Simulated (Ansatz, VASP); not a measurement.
**Two plane-wave programs on PbSe**

```xyz
8
Lattice="12.3083 0.0000 0.0000 0.0000 4.3380 0.0000 0.0000 0.0000 4.3379" Properties=species:S:1:pos:R:3 pbc="T T T"
Pb   10.7696    3.2535    3.2537
Pb    4.6155    3.2535    3.2532
Pb    1.5387    1.0845    1.0842
Pb    7.6929    1.0845    1.0847
Se    7.6928    3.2535    3.2532
Se    1.5387    3.2535    3.2537
Se    4.6155    1.0845    1.0847
Se   10.7696    1.0845    1.0843
```

Alike in both runs: task single point; functional PBE; k mesh 2 × 6 × 6; no spin polarisation.

```csv
,VASP,Ansatz
version,VASP 6.6.1,Ansatz 0.2.0
potentials or method,"VASP PAW PBE potentials, release 64 (Pb_d, Se)","plane waves, PAW"
plane-wave cutoff (eV),520,420
occupations,"gaussian, width 0.01 eV",fixed
valence electrons in the cell,80,120
```

|  | VASP | Ansatz | Ansatz less VASP |
| --- | --- | --- | --- |
| gap on the k mesh at the Fermi level (eV) | 0.32 | 0.32 | -0.005 |
| pressure (GPa) | 1.9 | 1.9 | +0.02 |

VASP's potentials hold 80 valence electrons a cell and Ansatz's 120, so a difference there can come from the potentials and not from the codes.

Neither program's run includes spin-orbit coupling.
